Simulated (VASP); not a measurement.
A run of VASP 6.6.1 is set up as follows.

The input INCAR:

```
SYSTEM = Be3H2
PREC     = Accurate       ! precision mode
ENCUT    = 600            ! plane-wave cutoff, eV
EDIFF    = 1E-6           ! SCF threshold, eV
ISMEAR   = 0              ! smearing method
SIGMA    = 0.1            ! smearing width, eV
LREAL    = .FALSE.        ! projectors in reciprocal space
LASPH    = .TRUE.         ! aspherical terms in the spheres
NELM     = 100            ! most SCF steps
ALGO     = Normal         ! electronic algorithm
ISIF     = 3              ! what is computed and relaxed
LWAVE    = .FALSE.        ! write WAVECAR
LCHARG   = .FALSE.        ! write CHGCAR
GGA      = PE             ! functional
IBRION   = 2              ! ionic algorithm
NSW      = 100            ! ionic steps
EDIFFG   = -0.01          ! ionic threshold
```

File KPOINTS:

```
Automatic mesh
0
G
  12 12 12
  0 0 0
```

The input POSCAR:

```
Be3H2
1.0
    0.0000000000      3.2102321776      4.1380434153
    1.8468481771      0.0000000000      4.1380434153
    1.8468481771      3.2102321776      0.0000000000
Be H
3 2
Direct
    0.1628803140      0.8371196860      0.1628803140
    0.8371196860      0.1628803140      0.8371196860
    0.5000000000      0.5000000000      0.5000000000
    0.8729069037      0.8729069037      0.1270930963
    0.1270930963      0.1270930963      0.8729069037
```

Potentials or basis: VASP PAW PBE potentials, release 64 (Be, H).

The run is started by

```bash
$ cat potpaw_PBE.64/Be/POTCAR potpaw_PBE.64/H/POTCAR > POTCAR
$ mpirun -np 1 vasp_std > vasp.out
```

Q: Estimate the band gap on the k mesh.

A: Zero (bands 4 and 5 overlap by 0.68 eV).

Q: Estimate the space group after relaxing (to 0.1 Å).

A: Fmmm (No. 69).

Q: Predict the relaxed cell.

A: a = 5.438 Å, b = 4.763 Å, c = 3.706 Å, α = 78.81°, β = 59.23°, γ = 41.96°.

Q: Estimate the relaxed volume.

A: 10.43 Å³/atom.

Forces on the atoms (eV/Å):
```
Be   0.000 -0.008  0.000
Be   0.000  0.008  0.000
Be   0.000  0.000  0.000
H    0.000  0.000 -0.008
H    0.000  0.000  0.008
```
